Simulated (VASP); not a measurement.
# GdN (Fm-3m) in VASP: relaxation of cell and atoms with PBE+U

Aim: the relaxation of cell and atoms of GdN with PBE+U.

Program: VASP 6.6.1. These are calculated values, not measurements. Logs are shortened: lines on timing, memory, paths and dates and some standing lists are left out, and cuts for length are marked.

## (1) The cell of the first run

It takes space group Fm-3m (No. 225, cubic). Conventional cell: a = 4.999 Å, b = 4.999 Å, c = 4.999 Å, α = 90.00°, β = 90.00°, γ = 90.00°. Within 3.3 Å of Gd (site symmetry m-3m) lie 6 N at 2.50 Å. Within 3.3 Å of N (site symmetry m-3m) lie 6 Gd at 2.50 Å.

## (2) Relaxation of cell and atoms, PBE+U, collinear spin, ferromagnetic start

The input, INCAR:

```
PREC = Accurate
ENCUT = 600
EDIFF = 1E-7
ISMEAR = 0
SIGMA = 0.1
LREAL = F
LASPH = T
NELM = 150
ALGO = Normal
ISIF = 3
LWAVE = F
LCHARG = F
ISPIN = 2
MAGMOM = 7.63 -0.15
LORBIT = 11
LMAXMIX = 6
LDAU = T
LDAUTYPE = 2
LDAUL = 3 -1
LDAUU = 6 0
LDAUJ = 0 0
LDAUPRINT = 1
GGA = PE
IBRION = 2
NSW = 100
EDIFFG = -0.005
```

The input, KPOINTS:

```
Automatic mesh
0
Gamma
  14 14 14
```

The input, POSCAR:

```
GdN
1.0
    0.0000000000      2.4994985661      2.4994985661
    2.4994985661      0.0000000000      2.4994985661
    2.4994985661      2.4994985661      0.0000000000
Gd N
1 1
Direct
    0.5000000000      0.5000000000      0.5000000000
    0.0000000000      0.0000000000      0.0000000000
```

Potentials or basis: VASP PAW PBE potentials, release 64 (Gd, N).

The run is started by

```console
cat potpaw_PBE.64/Gd/POTCAR potpaw_PBE.64/N/POTCAR > POTCAR
mpirun -np 1 vasp_std > vasp.out
```

OUTCAR:

```text
PREC = Accurate
   ENCUT = 600
   EDIFF = 1E-7
   ISMEAR = 0
   LREAL = F
   LASPH = T
   NELM = 150
   ISIF = 3
   ISPIN = 2
   LORBIT = 11
   GGA = PE
   IBRION = 2
   NSW = 100
   EDIFFG = -0.005

 ion  position               nearest neighbor table
   1  0.500  0.500  0.500-   2 2.50   2 2.50   2 2.50   2 2.50   2 2.50   2 2.50
   2  0.000  0.000  0.000-   1 2.50   1 2.50   1 2.50   1 2.50   1 2.50   1 2.50

  LATTYP: Found a face centered cubic cell.
 ALAT       =     4.9989971322

  Lattice vectors:

 A1 = (   0.0000000000,   2.4994985661,   2.4994985661)
 A2 = (   2.4994985661,   0.0000000000,   2.4994985661)
 A3 = (   2.4994985661,   2.4994985661,   0.0000000000)

Analysis of symmetry for initial positions (statically):
=====================================================================
 Subroutine PRICEL returns:
 Original cell was already a primitive cell.

 Routine SETGRP: Setting up the symmetry group for a
 face centered cubic supercell.

 Subroutine GETGRP returns: Found 48 space group operations
 (whereof 48 operations were pure point group operations)
 out of a pool of 48 trial point group operations.

The static configuration has the point symmetry O_h .

Analysis of symmetry for dynamics (positions and initial velocities):
=====================================================================
 Subroutine PRICEL returns:
 Original cell was already a primitive cell.

 Routine SETGRP: Setting up the symmetry group for a
 face centered cubic supercell.

 Subroutine GETGRP returns: Found 48 space group operations
 (whereof 48 operations were pure point group operations)
 out of a pool of 48 trial point group operations.

The dynamic configuration has the point symmetry O_h .

Analysis of structural, dynamic, and magnetic symmetry:
=====================================================================
 Subroutine PRICEL returns:
 Original cell was already a primitive cell.

 Routine SETGRP: Setting up the symmetry group for a
 face centered cubic supercell.

 Subroutine GETGRP returns: Found 48 space group operations
 (whereof 48 operations were pure point group operations)
 out of a pool of 48 trial point group operations.

The overall configuration has the point symmetry O_h .

 Subroutine INISYM returns: Found 48 space group operations
 (whereof 48 operations are pure point group operations),
 and found     1 'primitive' translations

----------------------------------------------------------------------------------------

                                     Primitive cell

  volume of cell :      31.2312

[... 113 lines left out ...]
 LDA+U is selected, type is set to LDAUTYPE =  2
   angular momentum for each species LDAUL =     3   -1
   U (eV)           for each species LDAUU =   6.0  0.0
   J (eV)           for each species LDAUJ =   0.0  0.0
   GGA     = PE    functional components
   LHFCALC =     F    Hartree Fock is set to
   AEXX    =    0.0000 exact exchange contribution
   IVDW    =     0    specifies the selected vdW correction
   LEPSILON=     F    determine dielectric tensor
   LRPA    =     F    only Hartree local field effects (RPA)
 conjugate gradient relaxation of ions
 spin polarized calculation
 Gauss-broadening in eV      SIGMA  =   0.10
  energy-cutoff  :      600.00
  volume of cell :       31.23
 maximum number of plane-waves:      1056
   NGX = 15   NGY = 15   NGZ = 15

--------------------------------------- Ionic step        1  -------------------------------------------

 number of electron      23.0000005 magnetization       7.0000057

 Free energy of the ion-electron system (eV)
  ---------------------------------------------------
  ext. energy  EPLUGINS =         0.00000000
  ---------------------------------------------------
  free energy    TOTEN  =       -22.81738791 eV

  energy without entropy =      -22.81710825  energy(sigma->0) =      -22.81724808

------------------------ aborting loop because EDIFF is reached ----------------------------------------

  FORCE on cell =-STRESS in cart. coord.  units (eV):
  Direction    XX          YY          ZZ          XY          YZ          ZX
  --------------------------------------------------------------------------------------
  -------------------------------------------------------------------------------------
  Total        0.0993197      0.0993197      0.0993197      0.0000000      0.0000000      0.0000000
  in kB        5.0951525      5.0951525      5.0951525      0.0000000      0.0000000      0.0000000
  external PRESSURE =       5.0951525 kB  Pullay stress =       0.0000000 kB
[... 53 lines left out ...]
  FREE ENERGIE OF THE ION-ELECTRON SYSTEM (eV)
  ---------------------------------------------------
  free  energy   TOTEN  =       -22.8173493025 eV

  energy  without entropy=      -22.8170778383  energy(sigma->0) =      -22.81721357

atom =   1  type =  1  l = 3

 onsite density matrix

spin component  1

  0.9919  0.0000  0.0011 -0.0000 -0.0000  0.0000 -0.0000
  0.0000  0.9892  0.0000  0.0000  0.0000  0.0000 -0.0000
  0.0011  0.0000  0.9913  0.0000 -0.0000 -0.0000 -0.0000
 -0.0000  0.0000  0.0000  0.9928  0.0000  0.0000 -0.0000
 -0.0000  0.0000 -0.0000  0.0000  0.9913 -0.0000 -0.0011
  0.0000  0.0000 -0.0000  0.0000 -0.0000  0.9905 -0.0000
 -0.0000 -0.0000 -0.0000 -0.0000 -0.0011 -0.0000  0.9919

spin component  2

  0.0076 -0.0000  0.0033 -0.0000  0.0000 -0.0000  0.0000
 -0.0000  0.0004 -0.0000 -0.0000 -0.0000 -0.0000  0.0000
  0.0033 -0.0000  0.0059  0.0000 -0.0000  0.0000 -0.0000
 -0.0000 -0.0000  0.0000  0.0101  0.0000 -0.0000  0.0000
  0.0000 -0.0000 -0.0000  0.0000  0.0059  0.0000 -0.0033
 -0.0000 -0.0000  0.0000 -0.0000  0.0000  0.0033 -0.0000
  0.0000  0.0000 -0.0000  0.0000 -0.0033 -0.0000  0.0076

 occupancies and eigenvectors

  o =  0.0004  v =  0.0000  0.0000  0.0000  0.0000  0.0000  0.0000  0.0000 -0.0000  1.0000  0.0000 -0.0000  0.0000 -0.0000  0.0000      0.0000  0.0000  0.0000  0.0000  0.0000  0.0000  0.0000  0.0000  0.0000  0.0000  0.0000  0.0000  0.0000  0.0000
  o =  0.0033  v =  0.0000  0.0000  0.0000  0.0000  0.0000  0.0000  0.0000  0.6123  0.0000 -0.7905  0.0000 -0.0088  0.0003 -0.0068      0.0000  0.0000  0.0000  0.0000  0.0000  0.0000  0.0000  0.0000  0.0000  0.0000  0.0000  0.0000  0.0000  0.0000
  o =  0.0033  v =  0.0000  0.0000  0.0000  0.0000  0.0000  0.0000  0.0000 -0.0068  0.0000  0.0088  0.0000 -0.7905  0.0003 -0.6123      0.0000  0.0000  0.0000  0.0000  0.0000  0.0000  0.0000  0.0000  0.0000  0.0000  0.0000  0.0000  0.0000  0.0000
  o =  0.0033  v =  0.0000  0.0000  0.0000  0.0000  0.0000  0.0000  0.0000  0.0002 -0.0000 -0.0002 -0.0000 -0.0002 -1.0000 -0.0002      0.0000  0.0000  0.0000  0.0000  0.0000  0.0000  0.0000  0.0000  0.0000  0.0000  0.0000  0.0000  0.0000  0.0000
  o =  0.0101  v =  0.0000  0.0000  0.0000  0.0000  0.0000  0.0000  0.0000  0.0300 -0.0000  0.0233  0.0002  0.6119  0.0000 -0.7900      0.0000  0.0000  0.0000  0.0000  0.0000  0.0000  0.0000  0.0000  0.0000  0.0000  0.0000  0.0000  0.0000  0.0000
  o =  0.0101  v =  0.0000  0.0000  0.0000  0.0000  0.0000  0.0000  0.0000 -0.7900  0.0000 -0.6119  0.0003  0.0233 -0.0000 -0.0300      0.0000  0.0000  0.0000  0.0000  0.0000  0.0000  0.0000  0.0000  0.0000  0.0000  0.0000  0.0000  0.0000  0.0000
  o =  0.0101  v =  0.0000  0.0000  0.0000  0.0000  0.0000  0.0000  0.0000 -0.0002  0.0000 -0.0002 -1.0000  0.0001  0.0000 -0.0002      0.0000  0.0000  0.0000  0.0000  0.0000  0.0000  0.0000  0.0000  0.0000  0.0000  0.0000  0.0000  0.0000  0.0000
  o =  0.9892  v =  0.0000  1.0000 -0.0000  0.0000 -0.0000 -0.0000 -0.0000  0.0000  0.0000  0.0000  0.0000  0.0000  0.0000  0.0000      0.0000  0.0000  0.0000  0.0000  0.0000  0.0000  0.0000  0.0000  0.0000  0.0000  0.0000  0.0000  0.0000  0.0000
  o =  0.9905  v = -0.0001  0.0000  0.0001 -0.0000 -0.2533  0.9473 -0.1962  0.0000  0.0000  0.0000  0.0000  0.0000  0.0000  0.0000      0.0000  0.0000  0.0000  0.0000  0.0000  0.0000  0.0000  0.0000  0.0000  0.0000  0.0000  0.0000  0.0000  0.0000
  o =  0.9905  v = -0.0001  0.0000  0.0001  0.0000  0.7489  0.3204  0.5801  0.0000  0.0000  0.0000  0.0000  0.0000  0.0000  0.0000      0.0000  0.0000  0.0000  0.0000  0.0000  0.0000  0.0000  0.0000  0.0000  0.0000  0.0000  0.0000  0.0000  0.0000
  o =  0.9905  v = -0.6124  0.0000  0.7906 -0.0000 -0.0001 -0.0002 -0.0001  0.0000  0.0000  0.0000  0.0000  0.0000  0.0000  0.0000      0.0000  0.0000  0.0000  0.0000  0.0000  0.0000  0.0000  0.0000  0.0000  0.0000  0.0000  0.0000  0.0000  0.0000
  o =  0.9928  v =  0.0000 -0.0000  0.0000  0.9995  0.0195  0.0000 -0.0252  0.0000  0.0000  0.0000  0.0000  0.0000  0.0000  0.0000      0.0000  0.0000  0.0000  0.0000  0.0000  0.0000  0.0000  0.0000  0.0000  0.0000  0.0000  0.0000  0.0000  0.0000
  o =  0.9928  v = -0.0000  0.0000 -0.0000 -0.0319  0.6121  0.0000 -0.7902  0.0000  0.0000  0.0000  0.0000  0.0000  0.0000  0.0000      0.0000  0.0000  0.0000  0.0000  0.0000  0.0000  0.0000  0.0000  0.0000  0.0000  0.0000  0.0000  0.0000  0.0000
  o =  0.9928  v =  0.7906  0.0000  0.6124 -0.0000 -0.0000 -0.0000 -0.0000  0.0000  0.0000  0.0000  0.0000  0.0000  0.0000  0.0000      0.0000  0.0000  0.0000  0.0000  0.0000  0.0000  0.0000  0.0000  0.0000  0.0000  0.0000  0.0000  0.0000  0.0000

--------------------------------------- Ionic step        3  -------------------------------------------

 number of electron      23.0000005 magnetization       7.0000008

 Free energy of the ion-electron system (eV)
  ---------------------------------------------------
  ext. energy  EPLUGINS =         0.00000000
  ---------------------------------------------------
  free energy    TOTEN  =       -22.81755672 eV

  energy without entropy =      -22.81728075  energy(sigma->0) =      -22.81741874

 E-fermi :   3.7870     XC(G=0): -11.5197

 val. band max:        3.7846518959   @ k =   0.0714   0.0714   0.0000
 cond. band min:       3.8229684814   @ k =   0.3571   0.3571   0.0000
 fundamental gap:      0.0383165855
 Fermi energy:         3.7869877287

 spin component 1

 k-point     1 :       0.0000    0.0000    0.0000
  band No.  band energies     occupation
      1     -40.0050      1.00000
      2     -17.0006      1.00000
      3     -17.0006      1.00000
      4     -17.0006      1.00000
      5      -9.0904      1.00000
      6      -2.5858      1.00000
[... 1080 lines left out ...]
  FREE ENERGIE OF THE ION-ELECTRON SYSTEM (eV)
  ---------------------------------------------------
  free  energy   TOTEN  =       -22.8175567212 eV

  energy  without entropy=      -22.8172807521  energy(sigma->0) =      -22.81741874

 reached required accuracy - stopping structural energy minimisation

 total charge

# of ion       s       p       d       f       tot
--------------------------------------------------
    1        2.035   5.666   0.536   6.972  15.209
    2        1.245   2.377   0.000   0.000   3.622
--------------------------------------------------
tot          3.280   8.043   0.536   6.972  18.832

 magnetization (x)

# of ion       s       p       d       f       tot
--------------------------------------------------
    1       -0.006  -0.086   0.070   6.893   6.871
    2       -0.009  -0.103   0.000   0.000  -0.112
--------------------------------------------------
tot         -0.015  -0.189   0.070   6.893   6.759
```

Wall time 5.1 min (1 thread of AMD EPYC 9R45 (Zen 5), shared host); peak memory 0.26 GiB.

Results:

* Free energy: -22.8176 eV
* Relaxed volume: 15.67 Å³/atom
* Relaxed cell: a = 3.539 Å, b = 3.539 Å, c = 3.539 Å, α = 60.00°, β = 60.00°, γ = 60.00°
* Space group after relaxing (to 0.1 Å): Fm-3m (No. 225)
* Energy gained by relaxing: 0.1 meV/atom
* Ionic steps: 3
* Pressure after relaxing: 0.0 GPa
* Band gap on the k mesh: zero (filled and empty bands overlap)
* Net moment: 7.00 μB per cell
* Site moments: Gd +6.87; N -0.11 μB
* Valence electrons inside the program's atomic spheres: Gd 15.21; N 3.62

Step by step:
```tsv
step	energy change (eV)	largest force (eV/Å)	pressure (GPa)	volume (Å³)
1	0.0000	0.0000	0.51	31.23
2	0.0000	0.0000	-0.56	31.46
3	-0.0002	0.0000	0.00	31.34
```

Final structure:
```
CELL_PARAMETERS angstrom
0.00000 2.50235 2.50235
2.50235 0.00000 2.50235
2.50235 2.50235 0.00000
ATOMIC_POSITIONS crystal
Gd 0.50000 0.50000 0.50000
N 0.00000 0.00000 0.00000
```

Eigenvalues of the final occupation matrices:
```csv
site,spin,trace,eigenvalues
site 1 f,1,6.94,0.99 0.99 0.99 0.99 0.99 0.99 0.99
site 1 f,2,0.04,0.00 0.00 0.00 0.00 0.01 0.01 0.01
```

Caveat: spin-orbit coupling is left out, which moves the levels of the heavy elements; a cell with one magnetic atom can't hold antiferromagnetic order, which such compounds often take.
